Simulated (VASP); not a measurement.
# Ti (I4/mmm) in VASP: notebook

The runs below take Ti through single point, with r2SCAN.

All numbers are computed with VASP 6.6.1; they aren't measurements. Logs are shortened: lines on timing, memory, paths and dates and some standing lists are left out, and cuts for length are marked.

## Step 1: The cell of the first run

It takes space group I4/mmm (No. 139, tetragonal). Conventional cell: a = 2.979 Å, b = 2.979 Å, c = 3.905 Å, α = 90.00°, β = 90.00°, γ = 90.00°. Within 4.0 Å of Ti (site symmetry 4/mmm) lie 14 Ti at 2.87 to 3.90 Å.

## Step 2: Single point, r2SCAN (strain +0.025 along x and y, -0.050 along z)

Input file POSCAR:

```
Ti
1.0
    0.0000000000      2.1065304071      1.9523940359
    2.1065304071      0.0000000000      1.9523940359
    2.1065304071      2.1065304071      0.0000000000
Ti
1
Direct
    0.0000000000      0.0000000000      0.0000000000
```

Input file INCAR.step1:

```
SYSTEM = Ti
PREC = Accurate ; ENCUT = 520
ISMEAR = 0 ; SIGMA = 0.15
LREAL = .False. ; LASPH = .True.
NELM = 100 ; NBANDS = 12
GGA = PE ; ALGO = Normal
EDIFF = 1E-4 ; LWAVE = .True.
LCHARG = .False.
```

Input file INCAR.step2:

```
SYSTEM = Ti
PREC = Accurate ; ENCUT = 520
EDIFF = 1E-7 ; ISMEAR = 0
SIGMA = 0.15 ; LREAL = .False.
LASPH = .True. ; NELM = 100
ALGO = Normal ; ISIF = 2
LWAVE = .False. ; LCHARG = .False.
METAGGA = R2SCAN ; LMIXTAU = .True.
NBANDS = 12 ; ISTART = 1
```

Input file KPOINTS:

```
regular mesh
0
Gamma
  26 26 26
  0 0 0
```

Potentials or basis: VASP PAW PBE potentials, release 64 (Ti_sv).

Started as:

```sh
$ cat potpaw_PBE.64/Ti_sv/POTCAR > POTCAR
$ cp INCAR.step1 INCAR
$ mpirun -np 1 vasp_std > vasp.out
$ cp INCAR.step2 INCAR
$ mpirun -np 1 vasp_std > vasp.out
```

OUTCAR:

```text
SYSTEM = Ti
   PREC = Accurate
   ENCUT = 520
   EDIFF = 1E-7
   ISMEAR = 0
   LREAL = .False.
   LASPH = .True.
   NELM = 100
   ISIF = 2
   METAGGA = R2SCAN
   ISTART = 1

 ion  position               nearest neighbor table
   1  0.000  0.000  0.000-

  LATTYP: Found a body centered tetragonal cell.
 ALAT       =     2.9790838713
 C/A-ratio  =     1.3107345213

  Lattice vectors:

 A1 = (   0.0000000000,  -2.1065304071,  -1.9523940359)
 A2 = (   0.0000000000,   2.1065304071,  -1.9523940359)
 A3 = (   2.1065304071,   0.0000000000,   1.9523940359)

Analysis of symmetry for initial positions (statically):
=====================================================================
 Subroutine PRICEL returns:
 Original cell was already a primitive cell.

 Routine SETGRP: Setting up the symmetry group for a
 body centered tetragonal supercell.

 Subroutine GETGRP returns: Found 16 space group operations
 (whereof 16 operations were pure point group operations)
 out of a pool of 16 trial point group operations.

The static configuration has the point symmetry D_4h.

Analysis of symmetry for dynamics (positions and initial velocities):
=====================================================================
 Subroutine PRICEL returns:
 Original cell was already a primitive cell.

 Routine SETGRP: Setting up the symmetry group for a
 body centered tetragonal supercell.

 Subroutine GETGRP returns: Found 16 space group operations
 (whereof 16 operations were pure point group operations)
 out of a pool of 16 trial point group operations.

The dynamic configuration has the point symmetry D_4h.

 Subroutine INISYM returns: Found 16 space group operations
 (whereof 16 operations are pure point group operations),
 and found     1 'primitive' translations

----------------------------------------------------------------------------------------

                                     Primitive cell

  volume of cell :      17.3274

  direct lattice vectors                    reciprocal lattice vectors
     0.000000000  2.106530407  1.952394036    -0.237357124  0.237357124  0.256095845
     2.106530407  0.000000000  1.952394036     0.237357124 -0.237357124  0.256095845
     2.106530407  2.106530407  0.000000000     0.237357124  0.237357124 -0.256095845

  length of vectors
     2.872161699  2.872161699  2.979083871     0.422210718  0.422210718  0.422210718

  position of ions in fractional coordinates (direct lattice)
     0.000000000  0.000000000  0.000000000

  ion indices of the primitive-cell ions
   primitive index   ion index
                 1           1

----------------------------------------------------------------------------------------

 KPOINTS: regular mesh

Automatic generation of k-mesh.
 Grid dimensions read from file:
 generate k-points for:   26   26   26

 Generating k-lattice:

  Cartesian coordinates                     Fractional coordinates (reciprocal lattice)
    -0.009129120  0.009129120  0.009849840     0.038461538  0.000000000  0.000000000
     0.009129120 -0.009129120  0.009849840     0.000000000  0.038461538  0.000000000
     0.009129120  0.009129120 -0.009849840     0.000000000  0.000000000  0.038461538

  Length of vectors
     0.016238874  0.016238874  0.016238874

  Shift w.r.t. Gamma in fractional coordinates (k-lattice)
     0.000000000  0.000000000  0.000000000

 Subroutine IBZKPT returns following result:
 ===========================================

 Found   1330 irreducible k-points:

 Following reciprocal coordinates:
            Coordinates               Weight
  0.000000  0.000000  0.000000      1.000000
  0.038462  0.000000  0.000000      8.000000
  0.076923  0.000000  0.000000      8.000000
  0.115385 -0.000000  0.000000      8.000000
  0.153846  0.000000  0.000000      8.000000
  0.192308  0.000000  0.000000      8.000000
[... 16 lines left out ...]
  0.346154  0.038462  0.000000      8.000000
  0.384615  0.038462  0.000000      8.000000
 [... further k-points ...]
   k-points           NKPTS =   1330   k-points in BZ     NKDIM =   1330   number of bands    NBANDS=     12
   number of dos      NEDOS =    301   number of ions     NIONS =      1
   total plane-waves  NPLWV =  13824
   dimension x,y,z NGX =    24 NGY =   24 NGZ =   24
   dimension x,y,z NGXF=    48 NGYF=   48 NGZF=   48
   ions per type =               1
   NGX,Y,Z   is equivalent  to a cutoff of  13.89, 13.89, 13.39 a.u.
   NGXF,Y,Z  is equivalent  to a cutoff of  27.78, 27.78, 26.79 a.u.
 SYSTEM =  Ti
   PREC   = accura    normal or accurate (medium, high low for compatibility)
   ISTART =      1    job   : 0-new  1-cont  2-samecut
   ICHARG =      0    charge: 1-file 2-atom 10-const
   ISPIN  =      1    spin polarized calculation?
   LNONCOLLINEAR =      F non collinear calculations
   LSORBIT =      F    spin-orbit coupling
   LASPH  =      T    aspherical Exc in radial PAW
   ENCUT  =  520.0 eV  38.22 Ry    6.18 a.u.   5.34  5.34  5.54*2*pi/ulx,y,z
   NELM   =    100;   NELMIN=  2; NELMDL=  0     # of ELM steps
   EDIFF  = 0.1E-06   stopping-criterion for ELM
   LREAL  =      F    real-space projection
   EDIFFG = 0.1E-05   stopping-criterion for IOM
   NSW    =      0    number of steps for IOM
   IBRION =     -1    ionic relax: 0-MD 1-quasi-New 2-CG
   NFREE  =      0    steps in history (QN), initial steepest desc. (CG)
   ISIF   =      2    stress and relaxation
   ISYM   =      2    0-nonsym 1-usesym 2-fastsym
   POTIM  = 0.5000    time-step for ionic-motion
   TEBEG  =    0.0;   TEEND  =   0.0 temperature during run
   PSTRESS=    0.0 pullay stress
   NELECT =      12.0000    total number of electrons
   NUPDOWN=      -1.0000    fix difference up-down
   EMIN   =  10.00;   EMAX   =-10.00  energy-range for DOS
   EFERMI =   0.00;   METHOD = LEGACY
   ISMEAR =     0;   SIGMA  =   0.15  broadening in eV -4-tet -1-fermi 0-gaus
   EFERMI_NEDOS =   21; number of points for ismear=-14 and -15
   IALGO  =     38    algorithm
   IMIX   =      4    mixing-type and parameters
     AMIX     =   0.40;   BMIX     =  1.00
     AMIX_MAG =   1.60;   BMIX_MAG =  1.00
  volume/ion in A,a.u.               =      17.33       116.93
  Fermi-wavevector in a.u.,A,eV,Ry     =   1.448408  2.737094 28.543471  2.097886
  Thomas-Fermi vector in A             =   2.566252
   LORBIT       =      0    0 simple, 1 ext, 2 COOP (PROOUT), +10 PAW based schemes
   METAGGA = R2SCAN    functional components
   LHFCALC =     F    Hartree Fock is set to
   AEXX    =    0.0000 exact exchange contribution
   IVDW    =     0    specifies the selected vdW correction
   LEPSILON=     F    determine dielectric tensor
   LRPA    =     F    only Hartree local field effects (RPA)
 non-spin polarized calculation
 Gauss-broadening in eV      SIGMA  =   0.15
  energy-cutoff  :      520.00
  volume of cell :       17.33
 maximum number of plane-waves:       491
 NGX is ok and might be reduce to    24
   NGX = 11   NGY = 11   NGZ = 11

 number of electron      12.0000000 magnetization

 Free energy of the ion-electron system (eV)
  ---------------------------------------------------
  ext. energy  EPLUGINS =         0.00000000
  ---------------------------------------------------
  free energy    TOTEN  =       -12.88140218 eV

  energy without entropy =      -12.86239793  energy(sigma->0) =      -12.87190005

 E-fermi :   8.2447     XC(G=0): -12.4227

 val. band max:        8.2445846535   @ k =  -0.3462   0.1154   0.2692
 cond. band min:       8.2449827743   @ k =  -0.1923  -0.0000   0.1154
 fundamental gap:      0.0003981208
 Fermi energy:         8.2446610696

 k-point     1 :       0.0000    0.0000    0.0000
  band No.  band energies     occupation
      1     -50.7888      2.00000
      2     -25.5899      2.00000
      3     -25.5898      2.00000
      4     -25.5862      2.00000
      5       1.7846      2.00000
      6       9.1028      0.00000
      7       9.1028      0.00000
      8       9.6543      0.00000
      9      10.7094      0.00000
     10      11.3398      0.00000
     11      24.1542      0.00000
     12      28.3030      0.00000

 k-point     2 :       0.0385    0.0000    0.0000
  band No.  band energies     occupation
      1     -50.7870      2.00000
      2     -25.5993      2.00000
      3     -25.5917      2.00000
      4     -25.5881      2.00000
      5       1.8348      2.00000
      6       9.0909      0.00000
      7       9.1205      0.00000
      8       9.6508      0.00000
      9      10.7010      0.00000
     10      11.3241      0.00000
     11      24.1944      0.00000
     12      28.0413      0.00000

 k-point     3 :       0.0769    0.0000    0.0000
  band No.  band energies     occupation
      1     -50.7815      2.00000
      2     -25.6303      2.00000
      3     -25.5970      2.00000
      4     -25.5907      2.00000
      5       1.9838      2.00000
      6       9.0443      0.00000
      7       9.1692      0.00000
      8       9.6528      0.00000
      9      10.6809      0.00000
     10      11.2806      0.00000
     11      24.2924      0.00000
     12      27.2935      0.00000

 k-point     4 :       0.1154   -0.0000    0.0000
  band No.  band energies     occupation
      1     -50.7726      2.00000
      2     -25.6801      2.00000
      3     -25.6055      2.00000
      4     -25.5944      2.00000
      5       2.2270      2.00000
      6       8.9456      0.00000
      7       9.2352      0.00000
      8       9.6820      0.00000
      9      10.6651      0.00000
     10      11.2201      0.00000
     11      24.3609      0.00000
     12      26.3288      0.00000

 k-point     5 :       0.1538    0.0000    0.0000
  band No.  band energies     occupation
      1     -50.7609      2.00000
      2     -25.7452      2.00000
      3     -25.6167      2.00000
      4     -25.5994      2.00000
      5       2.5560      2.00000
      6       8.7973      0.00000
      7       9.2947      0.00000
      8       9.7392      0.00000
      9      10.6801      0.00000
     10      11.1606      0.00000
     11      24.1440      0.00000
     12      25.5337      0.00000
[... 228 lines left out ...]
      1     -50.7185      2.00000
      2     -25.9698      2.00000
      3     -25.6646      2.00000
      4     -25.6146      2.00000
      5       3.8132      2.00000
      6       8.3181      0.48864
      7       9.2751      0.00000
      8       9.8297      0.00000
      9      11.0567      0.00000
     10      11.2021      0.00000
     11      21.5397      0.00000
     12      24.7232      0.00000

 k-point    22 :       0.3077    0.0385    0.0000
  band No.  band energies     occupation
      1     -50.7031      2.00000
      2     -26.0520      2.00000
      3     -25.6789      2.00000
      4     -25.6214      2.00000
      5       4.3006      2.00000
      6       8.2032      1.30408
      7       9.1980      0.00000
      8       9.7972      0.00000
      9      11.1944      0.00000
     10      11.4401      0.00000
     11      20.4584      0.00000
     12      24.4030      0.00000

 k-point    23 :       0.3462    0.0385    0.0000
  band No.  band energies     occupation
      1     -50.6887      2.00000
      2     -26.1274      2.00000
      3     -25.6917      2.00000
      4     -25.6283      2.00000
      5       4.7517      2.00000
      6       8.1707      1.51438
      7       9.1102      0.00000
      8       9.7296      0.00000
      9      11.3821      0.00000
     10      11.6881      0.00000
     11      19.4317      0.00000
     12      24.0613      0.00000

 k-point    24 :       0.3846    0.0385    0.0000
  band No.  band energies     occupation
      1     -50.6763      2.00000
      2     -26.1920      2.00000
      3     -25.7023      2.00000
      4     -25.6348      2.00000
      5       5.1208      2.00000
      6       8.2371      1.05693
      7       9.0259      0.00000
      8       9.6533      0.00000
      9      11.5853      0.00000
     10      11.9175      0.00000
     11      18.5000      0.00000
     12      23.7455      0.00000

 [... further k-points ...]

------------------------ aborting loop because EDIFF is reached ----------------------------------------

  FORCE on cell =-STRESS in cart. coord.  units (eV):
  Direction    XX          YY          ZZ          XY          YZ          ZX
  --------------------------------------------------------------------------------------
  -------------------------------------------------------------------------------------
  Total       -0.0243566     -0.0243566      0.2359794      0.0000000     -0.0000000      0.0000000
  in kB       -2.2521314     -2.2521314     21.8198466      0.0000000     -0.0000000      0.0000000
  external PRESSURE =       5.7718613 kB  Pullay stress =       0.0000000 kB

 VOLUME and BASIS-vectors are now :
 -----------------------------------------------------------------------------
  energy-cutoff  :      520.00
  volume of cell :       17.33
      direct lattice vectors                 reciprocal lattice vectors
     0.000000000  2.106530407  1.952394036    -0.237357124  0.237357124  0.256095845
     2.106530407  0.000000000  1.952394036     0.237357124 -0.237357124  0.256095845
     2.106530407  2.106530407  0.000000000     0.237357124  0.237357124 -0.256095845

 POSITION                                       TOTAL-FORCE (eV/Angst)
 -----------------------------------------------------------------------------------
      0.00000      0.00000      0.00000         0.000000     -0.000000      0.000000
 -----------------------------------------------------------------------------------
    total drift:                                0.000000      0.000000      0.000000

  FREE ENERGIE OF THE ION-ELECTRON SYSTEM (eV)
  ---------------------------------------------------
  free  energy   TOTEN  =       -12.8814021760 eV

  energy  without entropy=      -12.8623979299  energy(sigma->0) =      -12.87190005
```

Run time: 6.8 min. Hardware: 1 thread of Intel Xeon 6975P-C (Granite Rapids), shared host; peak memory 0.37 GiB.

What came out:

| Item | Value |
| --- | --- |
| Free energy | -12.8814 eV |
| Pressure | 0.6 GPa |
| Band gap on the k mesh | zero (bands 6 and 7 overlap by 1.55 eV) |

Caveat: the cell differs from its parent crystal (strain +0.025 along x and y, -0.050 along z); the PAW data sets were made with another functional, which shifts forces and pressure a little.

[end of part 1 of 2]
